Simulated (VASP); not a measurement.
Wanted: the native input for a VASP 6.6.1 run.

```
Task                   : single point
Functional             : PBE
Potentials or basis    : VASP PAW PBE potentials, release 64 (Sb)
Cutoff                 : 520 eV
k mesh                 : 14 × 10 × 10
Occupations            : gaussian, width 0.1 eV
Spin                   : no spin polarisation
Dipole correction      : no
Further INCAR settings : ALGO = Normal; EDIFF = 1e-06; NBANDS = 12
```

The structure of Sb lies in POSCAR:

```
Sb
1.0
    3.0719127597     -0.1248960800      0.0459305334
   -0.1739007200      4.4552929712     -0.1505545483
    0.0265243385     -0.1510180548      4.3728524896
Sb
2
Direct
    0.9801548822      0.7423792711      0.7684242462
    0.0198451178      0.2576207289      0.2315757538
```

This cell differs from its parent crystal: strained and its atoms moved.

One way to write it, as run:

INCAR

```
ALGO = Normal
EDIFF = 1E-6
ENCUT = 520
GGA = PE
ISIF = 2
ISMEAR = 0
LASPH = True
LCHARG = False
LREAL = False
LWAVE = False
NBANDS = 12
NELM = 80
PREC = Accurate
SIGMA = 0.1
```

KPOINTS

```
k-points
0
Gamma
  14 10 10
```

Potentials or basis: VASP PAW PBE potentials, release 64 (Sb).

Command:

```bash
$ cat potpaw_PBE.64/Sb/POTCAR > POTCAR
$ mpirun -np 1 vasp_std > vasp.out
```

It gave:

* Pressure: 1.3 GPa
* Largest force: 0.222 eV/Å
* Band gap on the k mesh: zero (bands 5 and 6 overlap by 7.55 eV)

Caveat: the cell differs from its parent crystal (strained and its atoms moved); spin-orbit coupling is left out, which moves the levels of the heavy elements.

Run time: 5.3 min on 1 thread of Intel Xeon 8259CL, with other jobs on the host, peak memory 0.53 GiB.
